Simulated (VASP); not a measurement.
Wanted: the native input for a VASP 6.6.1 run.

- Task: single point
- Functional: PBEsol
- Potentials or basis: VASP PAW PBE potentials, release 64 (Zr_sv)
- Cutoff: 500 eV
- k mesh: 15 × 15 × 15
- Occupations: fermi-dirac, width 0.08 eV
- Spin: no spin polarisation
- Dipole correction: no
- Further INCAR settings: ALGO = Normal; EDIFF = 1e-06; NBANDS = 12

The structure of Zr lies in POSCAR:

```
Zr
1.0
   -1.6002628893      1.6002628893      1.6002628893
    1.6002628893     -1.6002628893      1.6002628893
    1.6002628893      1.6002628893     -1.6002628893
Zr
1
Direct
    0.0000000000      0.0000000000      0.0000000000
```

This cell differs from its parent crystal: volume scaled by 0.75.

These files were run (other wordings do the same):

INCAR

```
SYSTEM = Zr
PREC     = Accurate       ! precision mode
ENCUT    = 500            ! plane-wave cutoff, eV
EDIFF    = 1E-6           ! SCF threshold, eV
ISMEAR   = -1             ! smearing method
SIGMA    = 0.08           ! smearing width, eV
LREAL    = .False.        ! projectors in reciprocal space
LASPH    = .True.         ! aspherical terms in the spheres
NELM     = 120            ! most SCF steps
ALGO     = Normal         ! electronic algorithm
ISIF     = 2              ! what is computed and relaxed
LWAVE    = .False.        ! write WAVECAR
LCHARG   = .False.        ! write CHGCAR
GGA      = PS             ! functional
NBANDS   = 12             ! bands
GGA_COMPAT= .False.
```

KPOINTS

```
regular mesh
0
Gamma
  15 15 15
  0 0 0
```

Potentials or basis: VASP PAW PBE potentials, release 64 (Zr_sv).

The run is started by

```sh
$ cat potpaw_PBE.64/Zr_sv/POTCAR > POTCAR
$ mpirun -np 1 vasp_std > vasp.out
```

Results of the run:

The pressure is 42.7 GPa and the band gap on the k mesh is zero (band 6 reaches 14.19 eV, above the bottom of band 7 at 12.09 eV).

Caveat: the PAW data sets were made with another functional, which shifts forces and pressure a little.

It took 11 s on 1 thread of Intel Xeon 6975P-C (shared host), peak memory 0.14 GiB.
